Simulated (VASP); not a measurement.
The system is NaF.

```
Na F
1.0
    -0.08673    2.28325    2.28325
     2.28325   -0.08673    2.28325
     2.28325    2.28325   -0.08673
Na F
1 1
Direct
  0.00000 0.00000 0.00000
  0.50000 0.50000 0.50000
```

This cell differs from its parent crystal: epitaxial 111 strain +3.2%.

Base run:

| Item | Value |
| --- | --- |
| Program | VASP 6.6.1 |
| Functional | r2SCAN |
| Potentials or basis | VASP PAW PBE potentials, release 64 (Na_pv, F) |
| Cutoff | 520 eV |
| k mesh | 10 × 10 × 10 |
| Occupations | gaussian, width 0.01 eV |
| Spin | no spin polarisation |

Its results: band gap on the k mesh 7.00 eV, direct; pressure -2.4 GPa.

**Question.** The run is repeated on the same cell with these changes: functional from r2SCAN to PBE; occupations from gaussian, width 0.01 eV to fermi-dirac, width 0.02 eV. What comes out?

**Answer.** Band gap on the k mesh 6.13 eV, direct; pressure 1.3 GPa.

Caveats: the PAW data sets were made with another functional, which shifts forces and pressure a little (some runs).

A k mesh can miss the band edges.
